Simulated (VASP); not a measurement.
A run of VASP 6.6.1:

INCAR

```
SYSTEM = Ir3O
ALGO = Normal ; DIPOL = 0.5 0.5 0.354
EDIFF = 1E-6 ; ENCUT = 520
GGA = PE ; IDIPOL = 3
ISIF = 2 ; ISMEAR = 0
LASPH = .True. ; LCHARG = .False.
LDIPOL = .True. ; LREAL = .False.
LWAVE = .False. ; NBANDS = 24
NELM = 60 ; PREC = Accurate
SIGMA = 0.1
```

The input KPOINTS:

```
k-points
0
Gamma
  12 12 1
  0 0 0
```

The input POSCAR:

```
Ir3O
1.0
    2.7367600872      0.0000000000      0.0000000000
   -1.3683800436      2.3701037596      0.0000000000
    0.0000000000      0.0000000000     19.8425800730
Ir O
3 1
Direct
    0.6666666667      0.3333333333      0.2015866881
    0.3333333333      0.6666666667      0.3110139949
    0.0000000000      0.0000000000      0.4204382718
    0.3333333333      0.6666666667      0.4845307692
```

Potentials or basis: VASP PAW PBE potentials, release 64 (Ir, O).

The run is started by

```bash
$ cat potpaw_PBE.64/Ir/POTCAR potpaw_PBE.64/O/POTCAR > POTCAR
$ mpirun -np 1 vasp_std > vasp.out
```

Hardware: 1 thread of Intel(R) Xeon(R) Platinum 8488C (Sapphire Rapids), with other jobs on the host.

**Question.** Estimate the wall time of this run.

**Answer.** It took 74 s on 1 thread of Intel(R) Xeon(R) Platinum 8488C (Sapphire Rapids), with other jobs on the host, peak memory 0.25 GiB. Counts: scf iterations 27, k points 19.
